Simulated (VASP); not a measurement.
# TaF (Pm-3m) in VASP: further runs

Runs on TaF. Level: PBE. Tasks: single point, relaxation of cell and atoms.

Everything below comes from runs of VASP 6.6.1. Logs are shortened: lines on timing, memory, paths and dates and some standing lists are left out, and cuts for length are marked.

## 1. The cell of the first run

Symmetry: Pm-3m, No. 221, cubic system. Conventional cell: a = 3.040 Å, b = 3.040 Å, c = 3.040 Å, α = 90.00°, β = 90.00°, γ = 90.00°. Within 3.5 Å of Ta (site symmetry m-3m) lie 8 F at 2.63 Å and 6 Ta at 3.04 Å. Within 3.5 Å of F (site symmetry m-3m) lie 8 Ta at 2.63 Å and 6 F at 3.04 Å.

## 2. Single point, PBE

File INCAR:

```
SYSTEM = TaF
PREC = Accurate ; ENCUT = 520
EDIFF = 1E-7 ; ISMEAR = 0
SIGMA = 0.1 ; LREAL = .False.
LASPH = .True. ; NELM = 60
ALGO = Normal ; ISIF = 2
LWAVE = .False. ; LCHARG = .False.
GGA = PE ; NBANDS = 16
```

File KPOINTS:

```
regular mesh
0
Gamma
  18 18 18
  0 0 0
```

File POSCAR:

```
TaF
1.0
    3.0399475206      0.0000000000      0.0000000000
    0.0000000000      3.0399475206      0.0000000000
    0.0000000000      0.0000000000      3.0399475206
Ta F
1 1
Direct
    0.0000000000      0.0000000000      0.0000000000
    0.5000000000      0.5000000000      0.5000000000
```

Potentials or basis: VASP PAW PBE potentials, release 64 (Ta_pv, F).

Launch:

```bash
> cat potpaw_PBE.64/Ta_pv/POTCAR potpaw_PBE.64/F/POTCAR > POTCAR
> mpirun -np 1 vasp_std > vasp.out
```

OUTCAR:

```text
SYSTEM = TaF
   PREC = Accurate
   ENCUT = 520
   EDIFF = 1E-7
   ISMEAR = 0
   LREAL = .False.
   LASPH = .True.
   NELM = 60
   ISIF = 2
   GGA = PE

 ion  position               nearest neighbor table
   1  0.000  0.000  0.000-   2 2.63   2 2.63   2 2.63   2 2.63   2 2.63   2 2.63   2 2.63   2 2.63

   2  0.500  0.500  0.500-   1 2.63   1 2.63   1 2.63   1 2.63   1 2.63   1 2.63   1 2.63   1 2.63

  LATTYP: Found a simple cubic cell.
 ALAT       =     3.0399475206

  Lattice vectors:

 A1 = (   3.0399475206,   0.0000000000,   0.0000000000)
 A2 = (   0.0000000000,   3.0399475206,   0.0000000000)
 A3 = (   0.0000000000,   0.0000000000,   3.0399475206)

Analysis of symmetry for initial positions (statically):
=====================================================================
 Subroutine PRICEL returns:
 Original cell was already a primitive cell.

 Routine SETGRP: Setting up the symmetry group for a
 simple cubic supercell.

 Subroutine GETGRP returns: Found 48 space group operations
 (whereof 48 operations were pure point group operations)
 out of a pool of 48 trial point group operations.

The static configuration has the point symmetry O_h .

Analysis of symmetry for dynamics (positions and initial velocities):
=====================================================================
 Subroutine PRICEL returns:
 Original cell was already a primitive cell.

 Routine SETGRP: Setting up the symmetry group for a
 simple cubic supercell.

 Subroutine GETGRP returns: Found 48 space group operations
 (whereof 48 operations were pure point group operations)
 out of a pool of 48 trial point group operations.

The dynamic configuration has the point symmetry O_h .

 Subroutine INISYM returns: Found 48 space group operations
 (whereof 48 operations are pure point group operations),
 and found     1 'primitive' translations

----------------------------------------------------------------------------------------

                                     Primitive cell

  volume of cell :      28.0930

  direct lattice vectors                    reciprocal lattice vectors
     3.039947521  0.000000000  0.000000000     0.328953047  0.000000000  0.000000000
     0.000000000  3.039947521  0.000000000     0.000000000  0.328953047  0.000000000
     0.000000000  0.000000000  3.039947521     0.000000000  0.000000000  0.328953047

  length of vectors
     3.039947521  3.039947521  3.039947521     0.328953047  0.328953047  0.328953047

  position of ions in fractional coordinates (direct lattice)
     0.000000000  0.000000000  0.000000000
     0.500000000  0.500000000  0.500000000

  ion indices of the primitive-cell ions
   primitive index   ion index
                 1           1
                 2           2

----------------------------------------------------------------------------------------

 KPOINTS: regular mesh

Automatic generation of k-mesh.
 Grid dimensions read from file:
 generate k-points for:   18   18   18

 Generating k-lattice:

  Cartesian coordinates                     Fractional coordinates (reciprocal lattice)
     0.018275169  0.000000000  0.000000000     0.055555556  0.000000000  0.000000000
     0.000000000  0.018275169  0.000000000     0.000000000  0.055555556  0.000000000
     0.000000000  0.000000000  0.018275169     0.000000000  0.000000000  0.055555556

  Length of vectors
     0.018275169  0.018275169  0.018275169

  Shift w.r.t. Gamma in fractional coordinates (k-lattice)
     0.000000000  0.000000000  0.000000000

 Subroutine IBZKPT returns following result:
 ===========================================

 Found    220 irreducible k-points:

 Following reciprocal coordinates:
            Coordinates               Weight
  0.000000  0.000000  0.000000      1.000000
  0.055556  0.000000  0.000000      6.000000
  0.111111  0.000000  0.000000      6.000000
  0.166667  0.000000  0.000000      6.000000
  0.222222  0.000000  0.000000      6.000000
  0.277778  0.000000  0.000000      6.000000
[... 16 lines left out ...]
  0.277778  0.111111  0.000000     24.000000
  0.333333  0.111111  0.000000     24.000000
 [... further k-points ...]
   k-points           NKPTS =    220   k-points in BZ     NKDIM =    220   number of bands    NBANDS=     16
   number of dos      NEDOS =    301   number of ions     NIONS =      2
   total plane-waves  NPLWV =  13824
   dimension x,y,z NGX =    24 NGY =   24 NGZ =   24
   dimension x,y,z NGXF=    48 NGYF=   48 NGZF=   48
   ions per type =               1   1
   NGX,Y,Z   is equivalent  to a cutoff of  13.12, 13.12, 13.12 a.u.
   NGXF,Y,Z  is equivalent  to a cutoff of  26.25, 26.25, 26.25 a.u.
 SYSTEM =  TaF
   PREC   = accura    normal or accurate (medium, high low for compatibility)
   ISTART =      0    job   : 0-new  1-cont  2-samecut
   ICHARG =      2    charge: 1-file 2-atom 10-const
   ISPIN  =      1    spin polarized calculation?
   LNONCOLLINEAR =      F non collinear calculations
   LSORBIT =      F    spin-orbit coupling
   LASPH  =      T    aspherical Exc in radial PAW
   ENCUT  =  520.0 eV  38.22 Ry    6.18 a.u.   5.65  5.65  5.65*2*pi/ulx,y,z
   NELM   =     60;   NELMIN=  2; NELMDL= -5     # of ELM steps
   EDIFF  = 0.1E-06   stopping-criterion for ELM
   LREAL  =      F    real-space projection
   EDIFFG = 0.1E-05   stopping-criterion for IOM
   NSW    =      0    number of steps for IOM
   IBRION =     -1    ionic relax: 0-MD 1-quasi-New 2-CG
   NFREE  =      0    steps in history (QN), initial steepest desc. (CG)
   ISIF   =      2    stress and relaxation
   ISYM   =      2    0-nonsym 1-usesym 2-fastsym
   POTIM  = 0.5000    time-step for ionic-motion
   TEBEG  =    0.0;   TEEND  =   0.0 temperature during run
   PSTRESS=    0.0 pullay stress
   NELECT =      18.0000    total number of electrons
   NUPDOWN=      -1.0000    fix difference up-down
   EMIN   =  10.00;   EMAX   =-10.00  energy-range for DOS
   EFERMI =   0.00;   METHOD = LEGACY
   ISMEAR =     0;   SIGMA  =   0.10  broadening in eV -4-tet -1-fermi 0-gaus
   EFERMI_NEDOS =   21; number of points for ismear=-14 and -15
   IALGO  =     38    algorithm
   IMIX   =      4    mixing-type and parameters
     AMIX     =   0.40;   BMIX     =  1.00
     AMIX_MAG =   1.60;   BMIX_MAG =  1.00
  volume/ion in A,a.u.               =      14.05        94.79
  Fermi-wavevector in a.u.,A,eV,Ry     =   1.411344  2.667054 27.101338  1.991892
  Thomas-Fermi vector in A             =   2.533205
   LORBIT       =      0    0 simple, 1 ext, 2 COOP (PROOUT), +10 PAW based schemes
   GGA     = PE    functional components
   LHFCALC =     F    Hartree Fock is set to
   AEXX    =    0.0000 exact exchange contribution
   IVDW    =     0    specifies the selected vdW correction
   LEPSILON=     F    determine dielectric tensor
   LRPA    =     F    only Hartree local field effects (RPA)
 non-spin polarized calculation
 Gauss-broadening in eV      SIGMA  =   0.10
  energy-cutoff  :      520.00
  volume of cell :       28.09
 maximum number of plane-waves:       772
 NGX is ok and might be reduce to    24
   NGX = 11   NGY = 11   NGZ = 11

 number of electron      18.0000013 magnetization

 Free energy of the ion-electron system (eV)
  ---------------------------------------------------
  ext. energy  EPLUGINS =         0.00000000
  ---------------------------------------------------
  free energy    TOTEN  =       -13.63145444 eV

  energy without entropy =      -13.62663468  energy(sigma->0) =      -13.62904456

 E-fermi :   5.7245     XC(G=0): -11.8398

 val. band max:        5.7211259141   @ k =   0.4444   0.4444   0.2778
 cond. band min:       5.7338953405   @ k =   0.2778   0.2778   0.2778
 fundamental gap:      0.0127694263
 Fermi energy:         5.7245461577

 k-point     1 :       0.0000    0.0000    0.0000
  band No.  band energies     occupation
      1     -29.3685      2.00000
      2     -29.3685      2.00000
      3     -29.3685      2.00000
      4     -20.0984      2.00000
      5      -1.0140      2.00000
      6      -1.0140      2.00000
[... 8 lines left out ...]
     15      19.9505      0.00000
     16      19.9505      0.00000

 k-point     2 :       0.0556    0.0000    0.0000
  band No.  band energies     occupation
      1     -29.3836      2.00000
      2     -29.3673      2.00000
      3     -29.3673      2.00000
      4     -20.0891      2.00000
      5      -1.1686      2.00000
      6      -1.0207      2.00000
[... 8 lines left out ...]
     15      19.5607      0.00000
     16      19.9793      0.00000

 k-point     3 :       0.1111    0.0000    0.0000
  band No.  band energies     occupation
      1     -29.4267      2.00000
      2     -29.3638      2.00000
      3     -29.3638      2.00000
      4     -20.0621      2.00000
      5      -1.5356      2.00000
      6      -1.0401      2.00000
[... 8 lines left out ...]
     15      18.7632      0.00000
     16      20.0426      0.00000

 k-point     4 :       0.1667    0.0000    0.0000
  band No.  band energies     occupation
      1     -29.4921      2.00000
      2     -29.3584      2.00000
      3     -29.3584      2.00000
      4     -20.0211      2.00000
      5      -1.9779      2.00000
      6      -1.0703      2.00000
[... 8 lines left out ...]
     15      18.6826      0.00000
     16      19.3769      0.00000
[... 324 lines left out ...]
 k-point    22 :       0.2222    0.1111    0.0000
  band No.  band energies     occupation
      1     -29.5647      2.00000
      2     -29.4073      2.00000
      3     -29.3471      2.00000
      4     -19.9494      2.00000
      5      -2.3828      2.00000
      6      -1.3191      2.00000
[... 8 lines left out ...]
     15      18.5771      0.00000
     16      18.6849      0.00000

 k-point    23 :       0.2778    0.1111    0.0000
  band No.  band energies     occupation
      1     -29.6467      2.00000
      2     -29.3994      2.00000
      3     -29.3400      2.00000
      4     -19.9025      2.00000
      5      -2.7309      2.00000
      6      -1.3328      2.00000
[... 8 lines left out ...]
     15      17.9571      0.00000
     16      18.6791      0.00000

 k-point    24 :       0.3333    0.1111    0.0000
  band No.  band energies     occupation
      1     -29.7228      2.00000
      2     -29.3920      2.00000
      3     -29.3334      2.00000
      4     -19.8585      2.00000
      5      -3.0289      2.00000
      6      -1.3463      2.00000
[... 8 lines left out ...]
     15      17.3345      0.00000
     16      18.6788      0.00000

 [... further k-points ...]

------------------------ aborting loop because EDIFF is reached ----------------------------------------

  FORCE on cell =-STRESS in cart. coord.  units (eV):
  Direction    XX          YY          ZZ          XY          YZ          ZX
  --------------------------------------------------------------------------------------
  -------------------------------------------------------------------------------------
  Total       -0.0440773     -0.0440773     -0.0440773      0.0000000      0.0000000     -0.0000000
  in kB       -2.5137795     -2.5137795     -2.5137795      0.0000000      0.0000000     -0.0000000
  external PRESSURE =      -2.5137795 kB  Pullay stress =       0.0000000 kB

 VOLUME and BASIS-vectors are now :
 -----------------------------------------------------------------------------
  energy-cutoff  :      520.00
  volume of cell :       28.09
      direct lattice vectors                 reciprocal lattice vectors
     3.039947521  0.000000000  0.000000000     0.328953047  0.000000000  0.000000000
     0.000000000  3.039947521  0.000000000     0.000000000  0.328953047  0.000000000
     0.000000000  0.000000000  3.039947521     0.000000000  0.000000000  0.328953047

 POSITION                                       TOTAL-FORCE (eV/Angst)
 -----------------------------------------------------------------------------------
      0.00000      0.00000      0.00000         0.000000      0.000000      0.000000
      1.51997      1.51997      1.51997         0.000000      0.000000      0.000000
 -----------------------------------------------------------------------------------
    total drift:                                0.000000      0.000000     -0.000000

  FREE ENERGIE OF THE ION-ELECTRON SYSTEM (eV)
  ---------------------------------------------------
  free  energy   TOTEN  =       -13.6314544389 eV

  energy  without entropy=      -13.6266346836  energy(sigma->0) =      -13.62904456
```

Wall time 70 s (1 thread of AMD EPYC 9R14 (Zen 4), shared host); peak memory 0.18 GiB.

What came out:

| Quantity | Value |
| --- | --- |
| Free energy | -13.6315 eV |
| Pressure | -0.3 GPa |
| Band gap on the k mesh | zero (bands 9 and 10 overlap by 3.98 eV) |

Caveat: spin-orbit coupling is left out, which moves the levels of the heavy elements.

(Part 1 of 2 ends here.)
